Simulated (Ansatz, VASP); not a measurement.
Ta2Si in VASP and in Ansatz

```xyz
6
Lattice="-3.0684 3.0684 2.5199 3.0684 -3.0684 2.5199 3.0684 3.0684 -2.5199" Properties=species:S:1:pos:R:3 pbc="T T T"
Ta    2.0942    1.0272    2.5199
Ta   -1.0272    2.0942    2.5199
Ta    0.9742    2.0412    0.0000
Ta    4.0956    0.9742    0.0000
Si    0.0000    0.0000    1.2904
Si    0.0000    0.0000    3.7494
```

Change from the starting cell: mode 4 (110.0 1/cm) frozen in, largest displacement +0.037 Å.

Alike in both runs: task single point; functional PBEsol; k mesh 12 × 12 × 12; occupations gaussian, width 0.15 eV; no spin polarisation.

|  | VASP | Ansatz |
| --- | --- | --- |
| version | VASP 6.6.1 | Ansatz 0.2.0 |
| potentials or method | VASP PAW PBE potentials, release 64 (Ta_pv, Si), cutoff 520 eV | scalar-relativistic, plane waves, PAW |
| valence electrons in the cell | 52 | 60 |

|  | VASP | Ansatz | Ansatz less VASP |
| --- | --- | --- | --- |
| gap on the k mesh at the Fermi level (eV) | none | none | - |
| pressure (GPa) | 0.4 | 0.1 | -0.28 |
| traceless stress, the component that is largest in VASP (GPa) | 0.44 | 0.47 | +0.030 |
| rms of the force components (eV/Å) | 0.147 | 0.146 | -0.0006 |

VASP's potentials were made for PBE, not for PBEsol. Atom by atom the forces differ by 0.003 eV/Å (rms over components). A gap of «none» marks a metal or a gap that the smearing closes. VASP's potentials hold 52 valence electrons a cell and Ansatz's 60, so a difference there can come from the potentials and not from the codes.

Spin-orbit coupling is off throughout.
